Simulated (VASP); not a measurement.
# In (Im-3m) in VASP: a series of runs

The runs below take In through single point, with RPBE.

Everything below comes from runs of VASP 6.6.1. Logs are shortened: lines on timing, memory, paths and dates and some standing lists are left out, and cuts for length are marked.

## (1) The cell of the first run

Symmetry: Im-3m, No. 229, cubic system. Conventional cell: a = 3.879 Å, b = 3.879 Å, c = 3.879 Å, α = 90.00°, β = 90.00°, γ = 90.00°. In (site symmetry m-3m) has 14 In at 3.36 to 3.88 Å within 4.4 Å.

## (2) Single point, RPBE

INCAR reads:

```
SYSTEM = In
ALGO = Normal ; EDIFF = 1E-6
ENCUT = 520 ; GGA = RP
ISIF = 2 ; ISMEAR = -1
LASPH = .True. ; LCHARG = .False.
LREAL = .False. ; LWAVE = .False.
NBANDS = 12 ; NELM = 80
PREC = Accurate ; SIGMA = 0.1
```

KPOINTS reads:

```
k-points
0
Gamma
  12 12 12
  0 0 0
```

POSCAR reads:

```
In
1.0
   -1.9395633363      1.9395633363      1.9395633363
    1.9395633363     -1.9395633363      1.9395633363
    1.9395633363      1.9395633363     -1.9395633363
In
1
Direct
    0.0000000000      0.0000000000      0.0000000000
```

Potentials or basis: VASP PAW PBE potentials, release 64 (In_d).

Command:

```sh
$ cat potpaw_PBE.64/In_d/POTCAR > POTCAR
$ mpirun -np 1 vasp_std > vasp.out
```

OUTCAR:

```text
SYSTEM = In
   EDIFF = 1E-6
   ENCUT = 520
   GGA = RP
   ISIF = 2
   ISMEAR = -1
   LASPH = .True.
   LREAL = .False.
   NELM = 80
   PREC = Accurate

 ion  position               nearest neighbor table
   1  0.000  0.000  0.000-

  LATTYP: Found a body centered cubic cell.
 ALAT       =     3.8791266726

  Lattice vectors:

 A1 = (  -1.9395633363,   1.9395633363,   1.9395633363)
 A2 = (   1.9395633363,  -1.9395633363,   1.9395633363)
 A3 = (   1.9395633363,   1.9395633363,  -1.9395633363)

Analysis of symmetry for initial positions (statically):
=====================================================================
 Subroutine PRICEL returns:
 Original cell was already a primitive cell.

 Routine SETGRP: Setting up the symmetry group for a
 body centered cubic supercell.

 Subroutine GETGRP returns: Found 48 space group operations
 (whereof 48 operations were pure point group operations)
 out of a pool of 48 trial point group operations.

The static configuration has the point symmetry O_h .

Analysis of symmetry for dynamics (positions and initial velocities):
=====================================================================
 Subroutine PRICEL returns:
 Original cell was already a primitive cell.

 Routine SETGRP: Setting up the symmetry group for a
 body centered cubic supercell.

 Subroutine GETGRP returns: Found 48 space group operations
 (whereof 48 operations were pure point group operations)
 out of a pool of 48 trial point group operations.

The dynamic configuration has the point symmetry O_h .

 Subroutine INISYM returns: Found 48 space group operations
 (whereof 48 operations are pure point group operations),
 and found     1 'primitive' translations

----------------------------------------------------------------------------------------

                                     Primitive cell

  volume of cell :      29.1858

  direct lattice vectors                    reciprocal lattice vectors
    -1.939563336  1.939563336  1.939563336     0.000000000  0.257789983  0.257789983
     1.939563336 -1.939563336  1.939563336     0.257789983  0.000000000  0.257789983
     1.939563336  1.939563336 -1.939563336     0.257789983  0.257789983  0.000000000

  length of vectors
     3.359422243  3.359422243  3.359422243     0.364570091  0.364570091  0.364570091

  position of ions in fractional coordinates (direct lattice)
     0.000000000  0.000000000  0.000000000

  ion indices of the primitive-cell ions
   primitive index   ion index
                 1           1

----------------------------------------------------------------------------------------

 KPOINTS: k-points

Automatic generation of k-mesh.
 Grid dimensions read from file:
 generate k-points for:   12   12   12

 Generating k-lattice:

  Cartesian coordinates                     Fractional coordinates (reciprocal lattice)
     0.000000000  0.021482499  0.021482499     0.083333333  0.000000000  0.000000000
     0.021482499  0.000000000  0.021482499     0.000000000  0.083333333  0.000000000
     0.021482499  0.021482499  0.000000000     0.000000000  0.000000000  0.083333333

  Length of vectors
     0.030380841  0.030380841  0.030380841

  Shift w.r.t. Gamma in fractional coordinates (k-lattice)
     0.000000000  0.000000000  0.000000000

 Subroutine IBZKPT returns following result:
 ===========================================

 Found     72 irreducible k-points:

 Following reciprocal coordinates:
            Coordinates               Weight
  0.000000  0.000000  0.000000      1.000000
  0.083333  0.000000  0.000000     12.000000
  0.166667  0.000000  0.000000     12.000000
  0.250000  0.000000  0.000000     12.000000
  0.333333  0.000000  0.000000     12.000000
  0.416667  0.000000  0.000000     12.000000
[... 16 lines left out ...]
  0.333333  0.083333  0.083333     24.000000
  0.416667  0.083333  0.083333     12.000000
 [... further k-points ...]
   k-points           NKPTS =     72   k-points in BZ     NKDIM =     72   number of bands    NBANDS=     12
   number of dos      NEDOS =    301   number of ions     NIONS =      1
   total plane-waves  NPLWV =  21952
   dimension x,y,z NGX =    28 NGY =   28 NGZ =   28
   dimension x,y,z NGXF=    56 NGYF=   56 NGZF=   56
   ions per type =               1
   NGX,Y,Z   is equivalent  to a cutoff of  13.86, 13.86, 13.86 a.u.
   NGXF,Y,Z  is equivalent  to a cutoff of  27.71, 27.71, 27.71 a.u.
 SYSTEM =  In
   PREC   = accura    normal or accurate (medium, high low for compatibility)
   ISTART =      0    job   : 0-new  1-cont  2-samecut
   ICHARG =      2    charge: 1-file 2-atom 10-const
   ISPIN  =      1    spin polarized calculation?
   LNONCOLLINEAR =      F non collinear calculations
   LSORBIT =      F    spin-orbit coupling
   LASPH  =      T    aspherical Exc in radial PAW
   ENCUT  =  520.0 eV  38.22 Ry    6.18 a.u.   6.25  6.25  6.25*2*pi/ulx,y,z
   NELM   =     80;   NELMIN=  2; NELMDL= -5     # of ELM steps
   EDIFF  = 0.1E-05   stopping-criterion for ELM
   LREAL  =      F    real-space projection
   EDIFFG = 0.1E-04   stopping-criterion for IOM
   NSW    =      0    number of steps for IOM
   IBRION =     -1    ionic relax: 0-MD 1-quasi-New 2-CG
   NFREE  =      0    steps in history (QN), initial steepest desc. (CG)
   ISIF   =      2    stress and relaxation
   ISYM   =      2    0-nonsym 1-usesym 2-fastsym
   POTIM  = 0.5000    time-step for ionic-motion
   TEBEG  =    0.0;   TEEND  =   0.0 temperature during run
   PSTRESS=    0.0 pullay stress
   NELECT =      13.0000    total number of electrons
   NUPDOWN=      -1.0000    fix difference up-down
   EMIN   =  10.00;   EMAX   =-10.00  energy-range for DOS
   EFERMI =   0.00;   METHOD = LEGACY
   ISMEAR =    -1;   SIGMA  =   0.10  broadening in eV -4-tet -1-fermi 0-gaus
   EFERMI_NEDOS =   21; number of points for ismear=-14 and -15
   IALGO  =     38    algorithm
   IMIX   =      4    mixing-type and parameters
     AMIX     =   0.40;   BMIX     =  1.00
     AMIX_MAG =   1.60;   BMIX_MAG =  1.00
  volume/ion in A,a.u.               =      29.19       196.96
  Fermi-wavevector in a.u.,A,eV,Ry     =   1.250255  2.362640 21.267783  1.563138
  Thomas-Fermi vector in A             =   2.384258
   LORBIT       =      0    0 simple, 1 ext, 2 COOP (PROOUT), +10 PAW based schemes
   GGA     = RP    functional components
   LHFCALC =     F    Hartree Fock is set to
   AEXX    =    0.0000 exact exchange contribution
   IVDW    =     0    specifies the selected vdW correction
   LEPSILON=     F    determine dielectric tensor
   LRPA    =     F    only Hartree local field effects (RPA)
 non-spin polarized calculation
  energy-cutoff  :      520.00
  volume of cell :       29.19
 maximum number of plane-waves:       798
 NGX is ok and might be reduce to    28
   NGX = 13   NGY = 13   NGZ = 13

 number of electron      13.0000001 magnetization

 Free energy of the ion-electron system (eV)
  ---------------------------------------------------
  ext. energy  EPLUGINS =         0.00000000
  ---------------------------------------------------
  free energy    TOTEN  =        -2.19538069 eV

  energy without entropy =       -2.17733833  energy(sigma->0) =       -2.18635951

 E-fermi :   6.5025     XC(G=0):  -9.6461

 val. band max:        6.4872902800   @ k =  -0.4167   0.4167   0.2500
 cond. band min:       6.6415451692   @ k =  -0.3333   0.4167   0.0833
 fundamental gap:      0.1542548892
 Fermi energy:         6.5024856477

 k-point     1 :       0.0000    0.0000    0.0000
  band No.  band energies     occupation
      1      -8.1517      2.00000
      2      -8.1517      2.00000
      3      -8.1517      2.00000
      4      -7.9448      2.00000
      5      -7.9448      2.00000
      6      -2.3265      2.00000
      7      16.5160      0.00000
      8      16.5160      0.00000
      9      16.5160      0.00000
     10      19.0941      0.00000
     11      19.0941      0.00000
     12      19.0941      0.00000

 k-point     2 :       0.0833    0.0000    0.0000
  band No.  band energies     occupation
      1      -8.1571      2.00000
      2      -8.1461      2.00000
      3      -8.1301      2.00000
      4      -7.9505      2.00000
      5      -7.9451      2.00000
      6      -2.1789      2.00000
      7      15.1387      0.00000
      8      15.8772      0.00000
      9      16.2273      0.00000
     10      18.0903      0.00000
     11      18.4354      0.00000
     12      18.8987      0.00000

 k-point     3 :       0.1667    0.0000    0.0000
  band No.  band energies     occupation
      1      -8.1718      2.00000
      2      -8.1345      2.00000
      3      -8.0705      2.00000
      4      -7.9639      2.00000
      5      -7.9458      2.00000
      6      -1.7333      2.00000
      7      12.5300      0.00000
      8      14.6973      0.00000
      9      15.4837      0.00000
     10      17.2412      0.00000
     11      17.5670      0.00000
     12      19.0617      0.00000
[... 286 lines left out ...]
 k-point    23 :       0.3333    0.0833    0.0833
  band No.  band energies     occupation
      1      -8.2105      2.00000
      2      -8.1408      2.00000
      3      -7.9585      2.00000
      4      -7.9479      2.00000
      5      -7.8709      2.00000
      6       1.6858      2.00000
      7       5.4887      1.99992
      8      10.3265      0.00000
      9      11.5023      0.00000
     10      18.2907      0.00000
     11      18.5622      0.00000
     12      22.2439      0.00000

 k-point    24 :       0.4167    0.0833    0.0833
  band No.  band energies     occupation
      1      -8.2148      2.00000
      2      -8.1428      2.00000
      3      -7.9536      2.00000
      4      -7.9476      2.00000
      5      -7.8570      2.00000
      6       2.8293      2.00000
      7       4.0735      2.00000
      8      10.1451      0.00000
      9      11.3651      0.00000
     10      18.1944      0.00000
     11      18.4567      0.00000
     12      22.9758      0.00000

 [... further k-points ...]

------------------------ aborting loop because EDIFF is reached ----------------------------------------

  FORCE on cell =-STRESS in cart. coord.  units (eV):
  Direction    XX          YY          ZZ          XY          YZ          ZX
  --------------------------------------------------------------------------------------
  -------------------------------------------------------------------------------------
  Total       -0.0144624     -0.0144624     -0.0144624     -0.0000000      0.0000000     -0.0000000
  in kB       -0.7939231     -0.7939231     -0.7939231     -0.0000000      0.0000000     -0.0000000
  external PRESSURE =      -0.7939231 kB  Pullay stress =       0.0000000 kB

 VOLUME and BASIS-vectors are now :
 -----------------------------------------------------------------------------
  energy-cutoff  :      520.00
  volume of cell :       29.19
      direct lattice vectors                 reciprocal lattice vectors
    -1.939563336  1.939563336  1.939563336     0.000000000  0.257789983  0.257789983
     1.939563336 -1.939563336  1.939563336     0.257789983  0.000000000  0.257789983
     1.939563336  1.939563336 -1.939563336     0.257789983  0.257789983  0.000000000

 POSITION                                       TOTAL-FORCE (eV/Angst)
 -----------------------------------------------------------------------------------
      0.00000      0.00000      0.00000         0.000000     -0.000000      0.000000
 -----------------------------------------------------------------------------------
    total drift:                               -0.000000      0.000000      0.000000

  FREE ENERGIE OF THE ION-ELECTRON SYSTEM (eV)
  ---------------------------------------------------
  free  energy   TOTEN  =        -2.1953806946 eV

  energy  without entropy=       -2.1773383279  energy(sigma->0) =       -2.18635951
```

It took 40 s on 1 thread of AMD EPYC 7R13, shared host; peak memory 0.14 GiB.

Results:

```
Free energy : -2.1954 eV
Pressure    : -0.1 GPa
```

Caveat: the PAW data sets were made with another functional, which shifts forces and pressure a little; spin-orbit coupling is left out, which moves the levels of the heavy elements.

(Part 1 of 2 ends here.)
